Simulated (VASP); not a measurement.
Here is a VASP 6.6.1 calculation.

INCAR

```
ALGO = Normal
EDIFF = 1E-6
ENCUT = 520
GGA = PE
ISIF = 2
ISMEAR = 0
LASPH = T
LCHARG = T
LELF = T
LREAL = F
LVHAR = T
LWAVE = F
NBANDS = 26
NELM = 60
PREC = Accurate
SIGMA = 0.01
```

KPOINTS

```
k-points
0
Gamma
  9 9 4
```

POSCAR

```
GaN
1.0
    3.1859209940      0.0000000000      0.0000000000
   -1.5929604970      2.7590885153      0.0000000000
    0.0000000000      0.0000000000      5.1898751691
Ga N
2 2
Direct
    0.3333333333      0.6666666667     -0.0008671783
    0.6666666667      0.3333333333      0.4991328217
    0.3333333333      0.6666666667      0.3758671783
    0.6666666667      0.3333333333      0.8758671783
```

Potentials or basis: VASP PAW PBE potentials, release 64 (Ga_d, N).

Launch:

```bash
$ cat potpaw_PBE.64/Ga_d/POTCAR potpaw_PBE.64/N/POTCAR > POTCAR
$ mpirun -np 1 vasp_std > vasp.out
```

(1) Estimate the largest force.

(2) Estimate the band gap on the k mesh.

(3) Predict the pressure.

## Answers

(1) 0.005 eV/Å.

(2) 1.92 eV, direct.

(3) 5.7 GPa.
